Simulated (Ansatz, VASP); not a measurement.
# Two plane-wave programs on CdTe

```
Cd Te
1.0
     3.96252    0.00000    0.00000
     0.00000    3.96252    0.00000
     0.00000    0.00000    3.96252
Cd Te
1 1
Direct
  0.00000 0.00000 0.00000
  0.50000 0.50000 0.50000
```

Alike in both runs: task relaxation of cell and atoms; functional PBE; k mesh 4 × 4 × 4; occupations gaussian, width 0.1 eV; no spin polarisation.

```csv
,VASP,Ansatz
version,VASP 6.6.1,Ansatz 0.2.0
potentials or method,"VASP PAW PBE potentials, release 64 (Cd, Te), cutoff 600 eV","scalar-relativistic, plane waves, PAW"
valence electrons in the cell,18,36
```

Ansatz gave:

- gap on the k mesh at the Fermi level, each at its own relaxed structure (eV): none
- relaxed volume (Å³/atom): 27.39
- relaxed cell length with the largest relative difference (Å): 3.798

**Question.** What did VASP give for the same quantities?

**Answer.** gap on the k mesh at the Fermi level, each at its own relaxed structure (eV): none; relaxed volume (Å³/atom): 27.63; relaxed cell length with the largest relative difference (Å): 3.809.

A gap of «none» marks a metal or a gap that the smearing closes. VASP's potentials hold 18 valence electrons a cell and Ansatz's 36, so a difference there can come from the potentials and not from the codes.

The k mesh is coarse, so the values compare programs but aren't converged. Neither program's run includes spin-orbit coupling.
